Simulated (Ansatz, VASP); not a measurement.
**TaMn2N3 in VASP and in Ansatz**

```
Ta Mn N
1.0
     4.81190    0.00000    0.00000
    -2.40595    4.16723    0.00000
     0.00000    0.00000    2.75609
Ta Mn N
1 2 3
Direct
  0.00000 0.00000 0.00000
  0.33333 0.66667 0.50000
  0.66667 0.33333 0.50000
  0.50000 0.00000 0.00000
  0.00000 0.50000 0.00000
  0.50000 0.50000 0.00000
```

Alike in both runs: functional PBE; k mesh 6 × 6 × 6; occupations gaussian, width 0.1 eV; no spin polarisation.

Ansatz relaxed the structure, and its values are those at the end. VASP's run is a single point on that final structure, the one shown.

|  | VASP | Ansatz |
| --- | --- | --- |
| version | VASP 6.6.1 | Ansatz 0.2.0 |
| potentials or method | VASP PAW PBE potentials, release 64 (Ta_pv, Mn_pv, N), cutoff 520 eV | scalar-relativistic, plane waves, PAW |
| valence electrons in the cell | 52 | 58 |

|  | VASP | Ansatz | Ansatz less VASP |
| --- | --- | --- | --- |
| gap on the k mesh at the Fermi level (eV) | none | none | - |
| pressure (GPa) | 0.6 | -0.1 | -0.74 |

A gap of «none» marks a metal or a gap that the smearing closes. VASP's potentials hold 52 valence electrons a cell and Ansatz's 58, so a difference there can come from the potentials and not from the codes.

The k mesh is coarse, so the values compare programs but aren't converged. Neither program's run includes spin-orbit coupling.
